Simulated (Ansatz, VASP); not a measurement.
## One calculation of SnO2, two programs

File POSCAR:

```
SnO2
1.0
    5.0455341317      0.0000000000      0.0000000000
    0.0000000000      5.0455341317      0.0000000000
    0.0000000000      0.0000000000      3.0973773358
Sn O
2 4
Direct
    0.5000000000      0.5000000000      0.5000000000
    0.0000000000      0.0000000000      0.0000000000
    0.3089833824      0.3089833824      0.0000000000
    0.8089833824      0.1910166176      0.5000000000
    0.1910166176      0.8089833824      0.5000000000
    0.6910166176      0.6910166176      0.0000000000
```

Contents of INCAR.step1:

```
ALGO = Normal ; EDIFF = 1E-4
ENCUT = 520 ; GGA = PE
ISMEAR = 0 ; LASPH = T
LCHARG = F ; LREAL = F
LWAVE = T ; NBANDS = 35
NELM = 80 ; PREC = Accurate
SIGMA = 0.02
```

The input INCAR.step2:

```
ALGO = Normal ; EDIFF = 1E-7
ENCUT = 520 ; ISIF = 2
ISMEAR = 0 ; ISTART = 1
LASPH = T ; LCHARG = F
LMIXTAU = T ; LREAL = F
LWAVE = F ; METAGGA = R2SCAN
NBANDS = 35 ; NELM = 80
PREC = Accurate ; SIGMA = 0.02
```

Contents of KPOINTS:

```
k-points
0
Gamma
  6 6 8
```

Input for Ansatz:

```yaml
crystal:
  lattice:
    - [5.0455341317, 0.0, 0.0]
    - [0.0, 5.0455341317, 0.0]
    - [0.0, 0.0, 3.0973773358]
  atoms:
    - { symbol: Sn, position: [0.5, 0.5, 0.5] }
    - { symbol: Sn, position: [0.0, 0.0, 0.0] }
    - { symbol: O, position: [0.3089833824, 0.3089833824, 0.0] }
    - { symbol: O, position: [0.8089833824, 0.1910166176, 0.5] }
    - { symbol: O, position: [0.1910166176, 0.8089833824, 0.5] }
    - { symbol: O, position: [0.6910166176, 0.6910166176, 0.0] }
basis:
  ecutwfc: 500
kpoints:
  mp_grid: { grid: [6, 6, 8] }
  band_path: { path: [VBM, CBM], npoints: 2 }
hamiltonian:
  xc: r2scan
scf:
  occupations: { method: gaussian, width: 0.02 }
output:
  forces: true
  stress: true
  eigenvalues: true
checkpoint:
  read: start.run
  write: ck
  compress: false
  write_wavefunctions: false
  write_every: 100000
```

Alike in both runs: task single point; functional r2SCAN; k mesh 6 × 6 × 8; occupations gaussian, width 0.02 eV; no spin polarisation.

|  | VASP | Ansatz |
| --- | --- | --- |
| version | VASP 6.6.1 | Ansatz 0.2.0 |
| potentials or method | VASP PAW PBE potentials, release 64 (Sn_d, O), cutoff 520 eV | scalar-relativistic, plane waves, PAW |
| valence electrons in the cell | 52 | 52 |

```tsv
	VASP	Ansatz	Ansatz less VASP
gap on the k mesh at the Fermi level (eV)	1.33	1.32	-0.007
least direct gap on the mesh (eV)	1.33	1.32	-0.007
pressure (GPa)	-8.8	-9.6	-0.88
traceless stress, the component that is largest in VASP (GPa)	10.24	9.65	-0.590
rms of the force components (eV/Å)	0.034	0.000	-0.0337
```

VASP's potentials were made for PBE, not for r2SCAN. Atom by atom the forces differ by 0.034 eV/Å (rms over components). With one functional, cell and mesh, what is left measures potentials, basis and numerics.
